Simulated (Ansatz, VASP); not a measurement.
# PbSe in VASP and in Ansatz

```
CELL_PARAMETERS angstrom
0.00000 3.45036 3.45036
3.45036 0.00000 3.45036
3.45036 3.45036 0.00000
ATOMIC_POSITIONS crystal
Pb 0.98841 0.01159 0.01159
Se 0.25000 0.25000 0.25000
```

Alike in both runs: task electric field gradients; functional PBE; k mesh 11 × 11 × 11; occupations fermi-dirac, width 0.08 eV; no spin polarisation.

```csv
,VASP,Ansatz
version,VASP 6.6.1,Ansatz 0.2.0
potentials or method,"VASP PAW PBE potentials, release 64 (Pb_d, Se)","PAW with Ansatz's default frozen-core files, scalar-relativistic"
plane-wave cutoff (eV),520,420
valence electrons in the cell,20,30
```

|  | VASP | Ansatz | Ansatz less VASP |
| --- | --- | --- | --- |
| pressure (GPa) | 0.0 | 0.0 | +0.01 |
| traceless stress, the component that is largest in VASP (GPa) | 0.58 | 0.57 | -0.007 |
| rms of the force components (eV/Å) | 0.134 | 0.133 | -0.0010 |
| size of Vzz on the site where it differs most (V/Å²) | 61.8 | 66.7 | +4.92 |

Atom by atom the forces differ by 0.001 eV/Å (rms over components). One of these differences is far larger than is usual between the two programs; its cause wasn't traced. The functional is the same, so the differences come from potentials, cutoffs and numerics. VASP's potentials hold 20 valence electrons a cell and Ansatz's 30, so a difference there can come from the potentials and not from the codes.

Neither program's run includes spin-orbit coupling.
